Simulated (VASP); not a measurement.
Runs of VASP 6.6.1 on Ge. The structure is that of space group Fm-3m (No. 225), or close to it. The cells are those of the table. 

| level | cell | k mesh | grid for exact exchange (PRECFOCK) | gap on the mesh (eV) | pressure (GPa) |
| --- | --- | --- | --- | --- | --- |
| r2SCAN | a = 3.032 Å, angles 60.0°, 1 atom | 14 × 14 × 14 | - | none | -2.2 |
| r2SCAN0 | a = 2.993 Å, angles 60.0°, 1 atom | 7 × 7 × 7 | Normal | none | (a) |
| r2SCAN | a = 2.911 Å, angles 60.0°, 1 atom | 14 × 14 × 14 | - | none | 6.8 |
| r2SCAN | a = 2.993 Å, angles 60.0°, 1 atom | 7 × 7 × 7 | - | none | -0.1 |
| r2SCAN | a = 3.108 Å, angles 60.0°, 1 atom | 14 × 14 × 14 | - | none | -5.9 |
| r2SCAN | a = 3.071 Å, angles 60.0°, 1 atom | 14 × 14 × 14 | - | none | -4.2 |
| r2SCAN | a = 2.993 Å, angles 60.0°, 1 atom | 14 × 14 × 14 | - | none | (b) |
| r2SCAN | a = 2.868 Å, angles 60.0°, 1 atom | 14 × 14 × 14 | - | none | 11.6 |

Alike in all rows: task single point; potentials or basis VASP PAW PBE potentials, release 64 (Ge_d); no spin polarisation; cutoff (eV) 520; smearing fermi-dirac 0.1 eV.

**Question.** Estimate the missing entries.

**Answer.** (a) -1.3; (b) 0.2.

Caveats: some runs use coarse meshes; the PAW data sets were made with another functional, which shifts forces and pressure a little.

A k mesh can miss the band edges, and the runs leave out spin-orbit coupling on Ge.

A gap of «none» marks levels without a gap at the run's occupations.
